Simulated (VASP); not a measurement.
Ti:

```xyz
1
Lattice="0.0000 2.0026 2.0026 2.0026 0.0000 2.0026 2.0026 2.0026 0.0000" Properties=species:S:1:pos:R:3 pbc="T T T"
Ti    0.0000    0.0000    0.0000
```

This cell differs from its parent crystal: volume scaled by 0.96.

Program: VASP 6.6.1. Alike in all runs: task single point; no spin polarisation; cell as given; k mesh 11 × 11 × 11; cutoff (eV) 520.

**Question.** Order these runs on this cell by their pressure, lowest first.
A. level revPBE; potentials or basis VASP PAW PBE potentials, release 64 (Ti_sv); smearing fermi-dirac 0.01 eV
B. level LDA; potentials or basis VASP PAW LDA potentials, release 64 (Ti_sv); smearing fermi-dirac 0.05 eV
C. level PBE; potentials or basis VASP PAW PBE potentials, release 64 (Ti_sv); smearing fermi-dirac 0.05 eV
D. level PBE+D3(BJ)+U; potentials or basis VASP PAW PBE potentials, release 64 (Ti_sv); U Ti d U = 6.2 eV; smearing methfessel-paxton 0.05 eV
E. level BLYP+D3(BJ); potentials or basis VASP PAW PBE potentials, release 64 (Ti_sv); smearing gaussian 0.025 eV

**Answer.** E (-4.4 GPa), B (-0.8 GPa), C (9.1 GPa), A (11.5 GPa), D (23.9 GPa).

Caveats: the PAW data sets were made with another functional, which shifts forces and pressure a little (some runs); pairwise dispersion overbinds metals, which lowers pressure and volume (some runs); three body term missing (some runs); U without spin polarisation on a metal has little footing (some runs); the U is typed as a test and isn't derived for this compound (some runs).
